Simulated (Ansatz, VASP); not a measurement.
Two plane-wave programs on TiAl

```xyz
2
Lattice="2.8237 0.0000 0.0000 0.0000 2.8237 0.0000 0.0000 0.0000 4.1681" Properties=species:S:1:pos:R:3 pbc="T T T"
Ti    0.0000    0.0000    0.0000
Al    1.4119    1.4119    2.0840
```

Alike in both runs: task single point; functional LDA; k mesh 16 × 16 × 16; occupations gaussian, width 0.15 eV; no spin polarisation.

|  | VASP | Ansatz |
| --- | --- | --- |
| version | VASP 6.6.1 | Ansatz 0.2.0 |
| potentials or method | VASP PAW LDA potentials, release 64 (Ti_sv, Al), cutoff 520 eV | scalar-relativistic, plane waves, PAW |
| valence electrons in the cell | 15 | 15 |

Ansatz gave:

- gap on the k mesh at the Fermi level (eV): none
- pressure (GPa): -8.9
- traceless stress, the component that is largest in VASP (GPa): -1.14

Q: Which values does VASP return?

A: gap on the k mesh at the Fermi level (eV): none; pressure (GPa): -8.8; traceless stress, the component that is largest in VASP (GPa): -1.13.

Ansatz warns that its potentials were made for another functional, while VASP's fit it. LDA's correlation is that of Perdew and Zunger in VASP and of Perdew and Wang (1992) in Ansatz. A gap of «none» marks a metal or a gap that the smearing closes.
